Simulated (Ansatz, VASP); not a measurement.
**One calculation of Rh, two programs**

```
Rh
1.0
     2.62965    0.00000    0.00000
    -1.31483    2.27735    0.00000
     0.00000    0.00000    2.56745
Rh
1
Direct
  0.00000 0.00000 0.00000
```

Alike in both runs: task single point; functional PBE; k mesh 6 × 6 × 6; occupations gaussian, width 0.1 eV; collinear spin.

```csv
,VASP,Ansatz
version,VASP 6.6.1,Ansatz 0.2.0
potentials or method,"VASP PAW PBE potentials, release 64 (Rh_sv_GW), cutoff 620 eV","scalar-relativistic, plane waves, PAW"
valence electrons in the cell,17,17
```

|  | VASP | Ansatz | Ansatz less VASP |
| --- | --- | --- | --- |
| gap on the k mesh at the Fermi level (eV) | none | none | - |
| pressure (GPa) | 0.8 | 1.3 | +0.46 |
| traceless stress, the component that is largest in VASP (GPa) | 1.65 | 1.69 | +0.045 |
| net moment per atom (μB) | 0.00 | 0.00 | 0.000 |

A gap of «none» marks a metal or a gap that the smearing closes. Ansatz's warnings: seeded moment not kept.

The k mesh is coarse, so the values compare programs but aren't converged.
